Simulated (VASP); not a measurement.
# EuS (Fm-3m) in VASP: relaxation of cell and atoms with r2SCAN+rVV10

Aim: the relaxation of cell and atoms of EuS with r2SCAN+rVV10.

Program: VASP 6.6.1. These are calculated values, not measurements. Logs are shortened: lines on timing, memory, paths and dates and some standing lists are left out, and cuts for length are marked.

## Step 1: The cell of the first run

Symmetry: Fm-3m, No. 225, cubic system. Conventional cell: a = 5.957 Å, b = 5.957 Å, c = 5.957 Å, α = 90.00°, β = 90.00°, γ = 90.00°. Eu (site symmetry m-3m) has 6 S at 2.98 Å within 3.9 Å. S (site symmetry m-3m) has 6 Eu at 2.98 Å within 3.9 Å.

## Step 2: Relaxation of cell and atoms, r2SCAN+rVV10, collinear spin, ferromagnetic start

File POSCAR:

```
EuS
1.0
    0.0000000000      2.9785000000      2.9785000000
    2.9785000000      0.0000000000      2.9785000000
    2.9785000000      2.9785000000      0.0000000000
Eu S
1 1
Direct
    0.0000000000      0.0000000000      0.0000000000
    0.5000000000      0.5000000000      0.5000000000
```

File INCAR.step1:

```
ALGO = Normal ; EDIFF = 1E-5
EDIFFG = -0.005 ; ENCUT = 800
GGA = PE ; GGA_COMPAT = F
IBRION = 2 ; ISIF = 3
ISMEAR = -1 ; ISPIN = 2
LASPH = T ; LCHARG = F
LMAXMIX = 6 ; LREAL = F
LWAVE = T ; MAGMOM = 9.1 0
NELM = 200 ; NELMIN = 4
NSW = 100 ; PREC = Accurate
SIGMA = 0.1
```

File INCAR.step2:

```
ALGO = Normal ; BPARAM = 11.95
CPARAM = 0.0093 ; EDIFF = 1E-7
EDIFFG = -0.01 ; ENCUT = 800
GGA_COMPAT = F ; IBRION = 2
ISIF = 3 ; ISMEAR = -1
ISPIN = 2 ; ISTART = 1
IVDW_NL = 2 ; LASPH = T
LCHARG = F ; LMAXMIX = 6
LMIXTAU = T ; LORBIT = 11
LREAL = F ; LUSE_VDW = T
LWAVE = F ; MAGMOM = 9.1 0
METAGGA = R2SCAN ; NELM = 200
NELMIN = 4 ; NSW = 80
PREC = Accurate ; SIGMA = 0.1
```

File KPOINTS:

```
k-points
0
Gamma
  9 9 9
```

Potentials or basis: VASP PAW PBE potentials, release 64 (Eu, S).

Run with:

```
$ cat potpaw_PBE.64/Eu/POTCAR potpaw_PBE.64/S/POTCAR > POTCAR
$ cp INCAR.step1 INCAR
$ mpirun -np 1 vasp_std > vasp.out
$ cp INCAR.step2 INCAR
$ mpirun -np 1 vasp_std > vasp.out
```

OUTCAR:

```text
BPARAM = 11.95
   EDIFF = 1E-7
   EDIFFG = -0.01
   ENCUT = 800
   IBRION = 2
   ISIF = 3
   ISMEAR = -1
   ISPIN = 2
   ISTART = 1
   IVDW_NL = 2
   LASPH = T
   LORBIT = 11
   LREAL = F
   METAGGA = R2SCAN
   NELM = 200
   NELMIN = 4
   NSW = 80
   PREC = Accurate

 ion  position               nearest neighbor table
   1  0.000  0.000  0.000-   2 2.98   2 2.98   2 2.98   2 2.98   2 2.98   2 2.98
   2  0.500  0.500  0.500-   1 2.98   1 2.98   1 2.98   1 2.98   1 2.98   1 2.98

  LATTYP: Found a face centered cubic cell.
 ALAT       =     5.9570000000

  Lattice vectors:

 A1 = (   0.0000000000,   2.9785000000,   2.9785000000)
 A2 = (   2.9785000000,   0.0000000000,   2.9785000000)
 A3 = (   2.9785000000,   2.9785000000,   0.0000000000)

Analysis of symmetry for initial positions (statically):
=====================================================================
 Subroutine PRICEL returns:
 Original cell was already a primitive cell.

 Routine SETGRP: Setting up the symmetry group for a
 face centered cubic supercell.

 Subroutine GETGRP returns: Found 48 space group operations
 (whereof 48 operations were pure point group operations)
 out of a pool of 48 trial point group operations.

The static configuration has the point symmetry O_h .

Analysis of symmetry for dynamics (positions and initial velocities):
=====================================================================
 Subroutine PRICEL returns:
 Original cell was already a primitive cell.

 Routine SETGRP: Setting up the symmetry group for a
 face centered cubic supercell.

 Subroutine GETGRP returns: Found 48 space group operations
 (whereof 48 operations were pure point group operations)
 out of a pool of 48 trial point group operations.

The dynamic configuration has the point symmetry O_h .

Analysis of structural, dynamic, and magnetic symmetry:
=====================================================================
 Subroutine PRICEL returns:
 Original cell was already a primitive cell.

 Routine SETGRP: Setting up the symmetry group for a
 face centered cubic supercell.

 Subroutine GETGRP returns: Found 48 space group operations
 (whereof 48 operations were pure point group operations)
 out of a pool of 48 trial point group operations.

The overall configuration has the point symmetry O_h .

 Subroutine INISYM returns: Found 48 space group operations
 (whereof 48 operations are pure point group operations),
 and found     1 'primitive' translations

[... 109 lines left out ...]
   ISMEAR =    -1;   SIGMA  =   0.10  broadening in eV -4-tet -1-fermi 0-gaus
   EFERMI_NEDOS =   21; number of points for ismear=-14 and -15
   IALGO  =     38    algorithm
   IMIX   =      4    mixing-type and parameters
     AMIX     =   0.40;   BMIX     =  1.00
     AMIX_MAG =   1.60;   BMIX_MAG =  1.00
  volume/ion in A,a.u.               =      26.42       178.32
  Fermi-wavevector in a.u.,A,eV,Ry     =   1.240633  2.344456 20.941667  1.539169
  Thomas-Fermi vector in A             =   2.375065
   LORBIT       =     11    0 simple, 1 ext, 2 COOP (PROOUT), +10 PAW based schemes
   METAGGA = R2SCAN    functional components
   LHFCALC =     F    Hartree Fock is set to
   AEXX    =    0.0000 exact exchange contribution
   IVDW_NL    =     2    kernel type
   BPARAM     =11.9500
   IVDW    =     0    specifies the selected vdW correction
   LEPSILON=     F    determine dielectric tensor
   LRPA    =     F    only Hartree local field effects (RPA)
 conjugate gradient relaxation of ions
 spin polarized calculation
  energy-cutoff  :      800.00
  volume of cell :       52.85
 maximum number of plane-waves:      2738
   NGX = 19   NGY = 19   NGZ = 19

--------------------------------------- Ionic step        1  -------------------------------------------

 number of electron      23.0000002 magnetization       6.9768364

 Free energy of the ion-electron system (eV)
  ---------------------------------------------------
  ext. energy  EPLUGINS =         0.00000000
  ---------------------------------------------------
  free energy    TOTEN  =       -52.01648687 eV

  energy without entropy =      -51.97368898  energy(sigma->0) =      -51.99508793

------------------------ aborting loop because EDIFF is reached ----------------------------------------

  FORCE on cell =-STRESS in cart. coord.  units (eV):
  Direction    XX          YY          ZZ          XY          YZ          ZX
  --------------------------------------------------------------------------------------
  -------------------------------------------------------------------------------------
  Total       -1.1640762     -1.1640762     -1.1640762     -0.0000000      0.0000000      0.0000000
  in kB      -35.2914250    -35.2914250    -35.2914250     -0.0000000      0.0000000      0.0000000
  external PRESSURE =     -35.2914250 kB  Pullay stress =       0.0000000 kB
[... 59 lines left out ...]
--------------------------------------- Ionic step        3  -------------------------------------------

 number of electron      22.9999999 magnetization       6.9553569

 Free energy of the ion-electron system (eV)
  ---------------------------------------------------
  ext. energy  EPLUGINS =         0.00000000
  ---------------------------------------------------
  free energy    TOTEN  =       -52.05765406 eV

  energy without entropy =      -52.01006920  energy(sigma->0) =      -52.03386163

 E-fermi :   4.7939     XC(G=0): -10.5044

 val. band max:        4.7743549426   @ k =   0.4444   0.3333   0.0000
 cond. band min:       4.8221898442   @ k =  -0.4444   0.4444   0.0000
 fundamental gap:      0.0478349016
 Fermi energy:         4.7939451025

 spin component 1

 k-point     1 :       0.0000    0.0000    0.0000
  band No.  band energies     occupation
      1     -38.1776      1.00000
      2     -16.2618      1.00000
      3     -16.2618      1.00000
      4     -16.2618      1.00000
      5      -9.6729      1.00000
      6       1.6203      1.00000
[... 541 lines left out ...]
     19       9.8426      0.00000
     20       9.8426      0.00000

 [... further k-points ...]

 spin component 2

 k-point     1 :       0.0000    0.0000    0.0000
  band No.  band energies     occupation
      1     -34.5442      1.00000
      2     -13.6933      1.00000
      3     -13.6933      1.00000
      4     -13.6933      1.00000
      5      -9.6550      1.00000
      6       1.8235      1.00000
[... 572 lines left out ...]
  FREE ENERGIE OF THE ION-ELECTRON SYSTEM (eV)
  ---------------------------------------------------
  free  energy   TOTEN  =       -52.0576540623 eV

  energy  without entropy=      -52.0100692010  energy(sigma->0) =      -52.03386163

 reached required accuracy - stopping structural energy minimisation

 total charge

# of ion       s       p       d       f       tot
--------------------------------------------------
    1        2.037   5.805   0.325   6.647  14.815
    2        1.306   2.482   0.000   0.000   3.788
--------------------------------------------------
tot          3.343   8.288   0.325   6.647  18.603

 magnetization (x)

# of ion       s       p       d       f       tot
--------------------------------------------------
    1       -0.025  -0.187   0.093   6.615   6.495
    2       -0.010  -0.073   0.000   0.000  -0.083
--------------------------------------------------
tot         -0.035  -0.260   0.093   6.615   6.412
```

OUTCAR.step1:

```text
EDIFF = 1E-5
   EDIFFG = -0.005
   ENCUT = 800
   GGA = PE
   IBRION = 2
   ISIF = 3
   ISMEAR = -1
   ISPIN = 2
   LASPH = T
   LREAL = F
   NELM = 200
   NELMIN = 4
   NSW = 100
[... 1518 lines left out ...]
 fundamental gap:      0.0914478115
 Fermi energy:         4.7153895171

 spin component 1

 k-point     1 :       0.0000    0.0000    0.0000
  band No.  band energies     occupation
      1     -36.8419      1.00000
      2     -15.5255      1.00000
      3     -15.5255      1.00000
      4     -15.5255      1.00000
      5      -8.9880      1.00000
      6       1.8273      1.00000
[... 1128 lines left out ...]
  FREE ENERGIE OF THE ION-ELECTRON SYSTEM (eV)
  ---------------------------------------------------
  free  energy   TOTEN  =       -19.9536634030 eV

  energy  without entropy=      -19.8964024277  energy(sigma->0) =      -19.92503292

 reached required accuracy - stopping structural energy minimisation
```

OSZICAR.step1:

```text
N       E                     dE             d eps       ncg     rms          rms(c)
DAV:   1     0.176449408457E+03    0.17645E+03   -0.11449E+04  3596   0.677E+03
DAV:   2     0.200507679173E+02   -0.15640E+03   -0.13562E+03  3656   0.428E+02
DAV:   3    -0.139518686195E+02   -0.34003E+02   -0.32890E+02  4180   0.164E+02
[... 660 lines left out ...]
       N       E                     dE             d eps       ncg     rms          rms(c)
DAV:   1    -0.199546473006E+02   -0.10206E-02   -0.64611E-03  3852   0.109E+00    0.582E-01
DAV:   2    -0.199555326718E+02   -0.88537E-03   -0.29883E-02  3568   0.332E+00    0.111E+00
DAV:   3    -0.199537146468E+02    0.18180E-02   -0.85546E-03  3520   0.182E+00    0.114E-01
DAV:   4    -0.199536637179E+02    0.50929E-04   -0.38313E-04  4684   0.342E-01    0.536E-02
DAV:   5    -0.199536616489E+02    0.20690E-05   -0.27866E-05  3432   0.795E-02
  82 F= -.19953662E+02 E0= -.19924962E+02  d E =-.684239E-04  mag=     6.9292
       N       E
```

It took 85 min on 1 thread of Intel Xeon 6975P-C (Granite Rapids), shared host; peak memory 0.67 GiB.

What came out:

```
Free energy                                           : -52.0577 eV
Relaxed volume                                        : 24.66 Å³/atom
Relaxed cell                                          : a = 4.116 Å, b = 4.116 Å, c = 4.116 Å, α = 60.00°, β = 60.00°, γ = 60.00°
Space group after relaxing (to 0.1 Å)                 : Fm-3m (No. 225)
Energy gained by relaxing                             : 20.6 meV/atom
Ionic steps                                           : 3
Pressure after relaxing                               : 0.0 GPa
Net moment                                            : 6.96 μB per cell
Site moments                                          : Eu +6.50; S -0.08 μB
Valence electrons inside the program's atomic spheres : Eu 14.81; S 3.79
```

The path:
| step | energy change (eV) | largest force (eV/Å) | pressure (GPa) | volume (Å³) |
| --- | --- | --- | --- | --- |
| 1 | 0.0000 | 0.0000 | -3.53 | 52.85 |
| 2 | -0.0387 | 0.0000 | 1.00 | 48.52 |
| 3 | -0.0412 | 0.0000 | 0.01 | 49.32 |

Final structure:
```yaml
crystal:
  lattice:
    - [0.00000, 2.91066, 2.91066]
    - [2.91066, 0.00000, 2.91066]
    - [2.91066, 2.91066, 0.00000]
  atoms:
    - { symbol: Eu, position: [0.00000, 0.00000, 0.00000] }
    - { symbol: S, position: [0.50000, 0.50000, 0.50000] }
```

Caveat: the PAW data sets were made with another functional, which shifts forces and pressure a little; spin-orbit coupling is left out, which moves the levels of the heavy elements; a cell with one magnetic atom can't hold antiferromagnetic order, which such compounds often take; semilocal functionals describe open f shells poorly, which spoils levels, moments and volumes. With open d or f shells a metallic result of r2SCAN can be an artefact of self-interaction; +U or a hybrid may open a gap.
